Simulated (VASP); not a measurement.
# SnO2 in VASP: a series of runs

SnO2 is run at these levels: r2SCAN; tasks: single point.

Program: VASP 6.6.1. These are calculated values, not measurements. Logs are shortened: lines on timing, memory, paths and dates and some standing lists are left out, and cuts for length are marked.

## 1. The cell of the first run

The typed cell holds 6 atoms: a = 4.903 Å, b = 4.903 Å, c = 3.105 Å, α = 90.00°, β = 90.00°, γ = 90.00°.

## 2. Single point, r2SCAN (strain +0.030 along x and y, -0.030 along z)

Input file POSCAR:

```
SnO2
1.0
    4.9026126555      0.0000000000      0.0000000000
    0.0000000000      4.9028593417      0.0000000000
    0.0000000000      0.0000000000      3.1046894355
Sn O
2 4
Direct
    0.5000000000      0.5000000000      0.5000000000
    0.0000000000      0.0000000000      0.0000000000
    0.3058623571      0.3059582263      0.0000000000
    0.8058623571      0.1940417737      0.5000000000
    0.1941376429      0.8059582263      0.5000000000
    0.6941376429      0.6940417737      0.0000000000
```

Input file INCAR.step1:

```
  PREC = Accurate
  ENCUT = 520
  ISMEAR = 0
  SIGMA = 0.05
  LREAL = F
  LASPH = T
  NELM = 80
  NBANDS = 35
  GGA = PE
  ALGO = Normal
  EDIFF = 1E-4
  LWAVE = T
  LCHARG = F
```

Input file INCAR.step2:

```
  PREC = Accurate
  ENCUT = 520
  EDIFF = 1E-7
  ISMEAR = 0
  SIGMA = 0.05
  LREAL = F
  LASPH = T
  NELM = 80
  ALGO = Normal
  ISIF = 2
  LWAVE = F
  LCHARG = T
  METAGGA = R2SCAN
  LMIXTAU = T
  LELF = T
  LVHAR = T
  NBANDS = 35
  ISTART = 1
```

Input file KPOINTS:

```
Automatic mesh
0
Gamma
  6 6 8
```

Potentials or basis: VASP PAW PBE potentials, release 64 (Sn_d, O).

Started as:

```console
$ cat potpaw_PBE.64/Sn_d/POTCAR potpaw_PBE.64/O/POTCAR > POTCAR
$ cp INCAR.step1 INCAR
$ mpirun -np 1 vasp_std > vasp.out
$ cp INCAR.step2 INCAR
$ mpirun -np 1 vasp_std > vasp.out
```

OUTCAR:

```text
PREC = Accurate
   ENCUT = 520
   EDIFF = 1E-7
   ISMEAR = 0
   LREAL = F
   LASPH = T
   NELM = 80
   ISIF = 2
   METAGGA = R2SCAN
   ISTART = 1

 ion  position               nearest neighbor table
   1  0.500  0.500  0.500-   3 2.05   6 2.05   3 2.05   6 2.05   5 2.12   4 2.12
   2  0.000  0.000  0.000-   4 2.05   5 2.05   4 2.05   5 2.05   3 2.12   6 2.12
   3  0.306  0.306  0.000-   1 2.05   1 2.05   2 2.12
   4  0.806  0.194  0.500-   2 2.05   2 2.05   1 2.12
   5  0.194  0.806  0.500-   2 2.05   2 2.05   1 2.12
   6  0.694  0.694  0.000-   1 2.05   1 2.05   2 2.12

  LATTYP: Found a simple orthorhombic cell.
 ALAT       =     3.1046894355
 B/A-ratio  =     1.5790992166
 C/A-ratio  =     1.5791786726

  Lattice vectors:

 A1 = (   0.0000000000,   0.0000000000,   3.1046894355)
 A2 = (   4.9026126555,   0.0000000000,   0.0000000000)
 A3 = (   0.0000000000,   4.9028593417,   0.0000000000)

Analysis of symmetry for initial positions (statically):
=====================================================================
 Subroutine PRICEL returns:
 Original cell was already a primitive cell.

 Routine SETGRP: Setting up the symmetry group for a
 simple orthorhombic supercell.

 Subroutine GETGRP returns: Found  8 space group operations
 (whereof  4 operations were pure point group operations)
 out of a pool of  8 trial point group operations.

The static configuration has the point symmetry C_2h.
 The point group associated with its full space group is D_2h.

Analysis of symmetry for dynamics (positions and initial velocities):
=====================================================================
 Subroutine PRICEL returns:
 Original cell was already a primitive cell.

 Routine SETGRP: Setting up the symmetry group for a
 simple orthorhombic supercell.

 Subroutine GETGRP returns: Found  8 space group operations
 (whereof  4 operations were pure point group operations)
 out of a pool of  8 trial point group operations.

The dynamic configuration has the point symmetry C_2h.
 The point group associated with its full space group is D_2h.

 Subroutine INISYM returns: Found  8 space group operations
 (whereof  4 operations are pure point group operations),
 and found     1 'primitive' translations

----------------------------------------------------------------------------------------

                                     Primitive cell

  volume of cell :      74.6269

  direct lattice vectors                    reciprocal lattice vectors
     4.902612655  0.000000000  0.000000000     0.203972875  0.000000000  0.000000000
     0.000000000  4.902859342  0.000000000     0.000000000  0.203962612  0.000000000
     0.000000000  0.000000000  3.104689436     0.000000000  0.000000000  0.322093408

  length of vectors
     4.902612655  4.902859342  3.104689436     0.203972875  0.203962612  0.322093408

  position of ions in fractional coordinates (direct lattice)
     0.500000000  0.500000000  0.500000000
     0.000000000  0.000000000  0.000000000
     0.305862357  0.305958226  0.000000000
     0.805862357  0.194041774  0.500000000
     0.194137643  0.805958226  0.500000000
     0.694137643  0.694041774  0.000000000

  ion indices of the primitive-cell ions
   primitive index   ion index
                 1           1
                 2           2
                 3           3
                 4           4
                 5           5
                 6           6

----------------------------------------------------------------------------------------

 KPOINTS: Automatic mesh

Automatic generation of k-mesh.
 Grid dimensions read from file:
 generate k-points for:    6    6    8

 Generating k-lattice:

  Cartesian coordinates                     Fractional coordinates (reciprocal lattice)
     0.033995479  0.000000000  0.000000000     0.166666667  0.000000000  0.000000000
     0.000000000  0.033993769  0.000000000     0.000000000  0.166666667  0.000000000
     0.000000000  0.000000000  0.040261676     0.000000000  0.000000000  0.125000000

  Length of vectors
     0.033995479  0.033993769  0.040261676

  Shift w.r.t. Gamma in fractional coordinates (k-lattice)
     0.000000000  0.000000000  0.000000000

 Subroutine IBZKPT returns following result:
 ===========================================

 Found     80 irreducible k-points:

 Following reciprocal coordinates:
            Coordinates               Weight
  0.000000  0.000000  0.000000      1.000000
  0.166667  0.000000  0.000000      2.000000
  0.333333  0.000000  0.000000      2.000000
  0.500000  0.000000  0.000000      1.000000
  0.000000  0.166667  0.000000      2.000000
  0.166667  0.166667  0.000000      4.000000
[... 16 lines left out ...]
  0.333333  0.166667  0.125000      8.000000
  0.500000  0.166667  0.125000      4.000000
 [... further k-points ...]
   k-points           NKPTS =     80   k-points in BZ     NKDIM =     80   number of bands    NBANDS=     35
   number of dos      NEDOS =    301   number of ions     NIONS =      6
   total plane-waves  NPLWV =  31104
   dimension x,y,z NGX =    36 NGY =   36 NGZ =   24
   dimension x,y,z NGXF=    72 NGYF=   72 NGZF=   48
   ions per type =               2   4
   NGX,Y,Z   is equivalent  to a cutoff of  12.21, 12.21, 12.85 a.u.
   NGXF,Y,Z  is equivalent  to a cutoff of  24.41, 24.41, 25.70 a.u.
 SYSTEM =  unknown system
   PREC   = accura    normal or accurate (medium, high low for compatibility)
   ISTART =      1    job   : 0-new  1-cont  2-samecut
   ICHARG =      0    charge: 1-file 2-atom 10-const
   ISPIN  =      1    spin polarized calculation?
   LNONCOLLINEAR =      F non collinear calculations
   LSORBIT =      F    spin-orbit coupling
   LASPH  =      T    aspherical Exc in radial PAW
   ENCUT  =  520.0 eV  38.22 Ry    6.18 a.u.   9.12  9.12  5.77*2*pi/ulx,y,z
   NELM   =     80;   NELMIN=  2; NELMDL=  0     # of ELM steps
   EDIFF  = 0.1E-06   stopping-criterion for ELM
   LREAL  =      F    real-space projection
   EDIFFG = 0.1E-05   stopping-criterion for IOM
   NSW    =      0    number of steps for IOM
   IBRION =     -1    ionic relax: 0-MD 1-quasi-New 2-CG
   NFREE  =      0    steps in history (QN), initial steepest desc. (CG)
   ISIF   =      2    stress and relaxation
   ISYM   =      2    0-nonsym 1-usesym 2-fastsym
   POTIM  = 0.5000    time-step for ionic-motion
   TEBEG  =    0.0;   TEEND  =   0.0 temperature during run
   PSTRESS=    0.0 pullay stress
   NELECT =      52.0000    total number of electrons
   NUPDOWN=      -1.0000    fix difference up-down
   EMIN   =  10.00;   EMAX   =-10.00  energy-range for DOS
   EFERMI =   0.00;   METHOD = LEGACY
   ISMEAR =     0;   SIGMA  =   0.05  broadening in eV -4-tet -1-fermi 0-gaus
   EFERMI_NEDOS =   21; number of points for ismear=-14 and -15
   IALGO  =     38    algorithm
   IMIX   =      4    mixing-type and parameters
     AMIX     =   0.40;   BMIX     =  1.00
     AMIX_MAG =   1.60;   BMIX_MAG =  1.00
  volume/ion in A,a.u.               =      12.44        83.93
  Fermi-wavevector in a.u.,A,eV,Ry     =   1.451368  2.742688 28.660253  2.106469
  Thomas-Fermi vector in A             =   2.568873
   LORBIT       =      0    0 simple, 1 ext, 2 COOP (PROOUT), +10 PAW based schemes
   METAGGA = R2SCAN    functional components
   LHFCALC =     F    Hartree Fock is set to
   AEXX    =    0.0000 exact exchange contribution
   IVDW    =     0    specifies the selected vdW correction
   LEPSILON=     F    determine dielectric tensor
   LRPA    =     F    only Hartree local field effects (RPA)
 non-spin polarized calculation
 Gauss-broadening in eV      SIGMA  =   0.05
  energy-cutoff  :      520.00
  volume of cell :       74.63
 maximum number of plane-waves:      2032
   NGX = 19   NGY = 19   NGZ = 11

 number of electron      51.9999993 magnetization

 Free energy of the ion-electron system (eV)
  ---------------------------------------------------
  ext. energy  EPLUGINS =         0.00000000
  ---------------------------------------------------
  free energy    TOTEN  =       -84.49798557 eV

  energy without entropy =      -84.49798557  energy(sigma->0) =      -84.49798557

 E-fermi :   5.3945     XC(G=0): -11.7817

 val. band max:        5.1941977814   @ k =   0.0000   0.0000   0.0000
 cond. band min:       6.8606951605   @ k =   0.0000   0.0000   0.0000
 fundamental gap:      1.6664973791
 Fermi energy:         5.3944587871

 k-point     1 :       0.0000    0.0000    0.0000
  band No.  band energies     occupation
      1     -16.5385      2.00000
      2     -15.8062      2.00000
      3     -15.3861      2.00000
      4     -15.3861      2.00000
      5     -15.3737      2.00000
      6     -15.2402      2.00000
[... 27 lines left out ...]
     34      17.5428      0.00000
     35      18.2671      0.00000

 k-point     2 :       0.1667    0.0000    0.0000
  band No.  band energies     occupation
      1     -16.4982      2.00000
      2     -15.8568      2.00000
      3     -15.3849      2.00000
      4     -15.3849      2.00000
      5     -15.3727      2.00000
      6     -15.2781      2.00000
[... 27 lines left out ...]
     34      17.5395      0.00000
     35      18.2555      0.00000

 k-point     3 :       0.3333    0.0000    0.0000
  band No.  band energies     occupation
      1     -16.3815      2.00000
      2     -16.0065      2.00000
      3     -15.3825      2.00000
      4     -15.3825      2.00000
      5     -15.3691      2.00000
      6     -15.3328      2.00000
[... 27 lines left out ...]
     34      18.0911      0.00000
     35      18.2037      0.00000
[... 723 lines left out ...]
 k-point    23 :       0.3333    0.1667    0.1250
  band No.  band energies     occupation
      1     -16.2964      2.00000
      2     -15.9882      2.00000
      3     -15.5959      2.00000
      4     -15.5865      2.00000
      5     -15.3271      2.00000
      6     -15.2860      2.00000
[... 27 lines left out ...]
     34      18.0280      0.00000
     35      18.1998      0.00000

 k-point    24 :       0.5000    0.1667    0.1250
  band No.  band energies     occupation
      1     -16.1567      2.00000
      2     -16.1567      2.00000
      3     -15.5916      2.00000
      4     -15.5916      2.00000
      5     -15.3094      2.00000
      6     -15.3094      2.00000
[... 27 lines left out ...]
     34      18.0452      0.00000
     35      18.5919      0.00000

 [... further k-points ...]

------------------------ aborting loop because EDIFF is reached ----------------------------------------

  FORCE on cell =-STRESS in cart. coord.  units (eV):
  Direction    XX          YY          ZZ          XY          YZ          ZX
  --------------------------------------------------------------------------------------
  -------------------------------------------------------------------------------------
  Total       -3.0160507     -3.0160113      3.1733541      0.0000000      0.0000000      0.0000000
  in kB      -64.7521268    -64.7512816     68.1293022      0.0000000      0.0000000      0.0000000
  external PRESSURE =     -20.4580354 kB  Pullay stress =       0.0000000 kB

 VOLUME and BASIS-vectors are now :
 -----------------------------------------------------------------------------
  energy-cutoff  :      520.00
  volume of cell :       74.63
      direct lattice vectors                 reciprocal lattice vectors
     4.902612655  0.000000000  0.000000000     0.203972875  0.000000000  0.000000000
     0.000000000  4.902859342  0.000000000     0.000000000  0.203962612  0.000000000
     0.000000000  0.000000000  3.104689436     0.000000000  0.000000000  0.322093408

 POSITION                                       TOTAL-FORCE (eV/Angst)
 -----------------------------------------------------------------------------------
      2.45131      2.45143      1.55234         0.000000      0.000000      0.000000
      0.00000      0.00000      0.00000         0.000000      0.000000      0.000000
      1.49952      1.50007      0.00000        -0.033097     -0.033505     -0.000000
      3.95083      0.95136      1.55234        -0.033097      0.033505     -0.000000
      0.95178      3.95150      1.55234         0.033097     -0.033505      0.000000
      3.40309      3.40279      0.00000         0.033097      0.033505      0.000000
 -----------------------------------------------------------------------------------
    total drift:                                0.000000      0.000000      0.000000

  FREE ENERGIE OF THE ION-ELECTRON SYSTEM (eV)
  ---------------------------------------------------
  free  energy   TOTEN  =       -84.4979855730 eV

  energy  without entropy=      -84.4979855730  energy(sigma->0) =      -84.49798557
```

Run time: 8.2 min. Hardware: 1 thread of Intel Xeon Platinum 8375C at 2.90GHz (Ice Lake), shared host; peak memory 0.29 GiB.

What came out:

```
Free energy            : -84.4980 eV
Pressure               : -2.0 GPa
Largest force          : 0.047 eV/Å
Band gap on the k mesh : 1.67 eV, direct
```

Forces in eV/Å, atoms in the order of the input:
```
Sn   0.000  0.000  0.000
Sn   0.000  0.000  0.000
O   -0.033 -0.034  0.000
O   -0.033  0.034  0.000
O    0.033 -0.034  0.000
O    0.033  0.034  0.000
```

Stress tensor (GPa, compression positive):
```
-6.48  0.00  0.00
 0.00 -6.48  0.00
 0.00  0.00  6.81
```

Caveat: the cell differs from its parent crystal (strain +0.030 along x and y, -0.030 along z); the PAW data sets were made with another functional, which shifts forces and pressure a little; spin-orbit coupling is left out, which moves the levels of the heavy elements.

(Continued in part 2 of 2.)
